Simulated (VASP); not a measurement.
Runs of VASP 6.6.1 on Rh. The structure is that of space group P6_3/mmc (No. 194), or close to it. The cells are those of the table. 

```csv
cell,further INCAR settings,gap on the mesh (eV),pressure (GPa)
"a = 2.772, b = 2.772, c = 4.362 Å, angles 90.0, 90.0, 120.0°, 2 atoms",ALGO = Fast; EDIFF = 1e-06; NBANDS = 22,none,-16.5
"a = 2.813, b = 2.813, c = 4.362 Å, angles 90.0, 90.0, 120.0°, 2 atoms",ALGO = Fast; EDIFF = 1e-06; NBANDS = 22,none,-21.7
"a = 2.772, b = 2.772, c = 4.428 Å, angles 90.0, 90.0, 120.0°, 2 atoms",ALGO = Fast; EDIFF = 1e-06; NBANDS = 22,none,-19.7
"a = 2.813, b = 2.813, c = 4.296 Å, angles 90.0, 90.0, 120.0°, 2 atoms",ALGO = Fast; EDIFF = 1e-06; NBANDS = 22,none,-18.5
"a = 2.731, b = 2.731, c = 4.495 Å, angles 90.0, 90.0, 120.0°, 2 atoms",ALGO = Fast; EDIFF = 1e-07; NBANDS = 22,none,-16.8
"a = 2.772, b = 2.772, c = 4.296 Å, angles 90.0, 90.0, 120.0°, 2 atoms",ALGO = Fast; EDIFF = 1e-06; NBANDS = 22,none,-13.0
"a = 2.731, b = 2.731, c = 4.561 Å, angles 90.0, 90.0, 120.0°, 2 atoms",ALGO = Fast; EDIFF = 1e-06; NBANDS = 22,none,-19.3
"a = 2.690, b = 2.690, c = 4.561 Å, angles 90.0, 90.0, 120.0°, 2 atoms",ALGO = Fast; EDIFF = 1e-06; NBANDS = 22,none,(c)
"a = 2.813, b = 2.813, c = 4.428 Å, angles 90.0, 90.0, 120.0°, 2 atoms",ALGO = Fast; EDIFF = 1e-07; NBANDS = 22,none,(a)
"a = 2.772, b = 2.772, c = 4.495 Å, angles 90.0, 90.0, 120.0°, 2 atoms",ALGO = Fast; EDIFF = 1e-07; NBANDS = 22,none,(b)
```

Alike in all rows: task single point; level PBEsol; potentials or basis VASP PAW PBE potentials, release 64 (Rh_pv); no spin polarisation; k mesh 18 × 18 × 12; cutoff (eV) 520; smearing gaussian 0.15 eV.

Task: Estimate the missing entries.

Result: (a) -24.4; (b) -22.3; (c) -13.1.

Caveats: the PAW data sets were made with another functional, which shifts forces and pressure a little.

A k mesh can miss the band edges, and the runs leave out spin-orbit coupling on Rh.

A gap of «none» marks levels without a gap at the run's occupations.
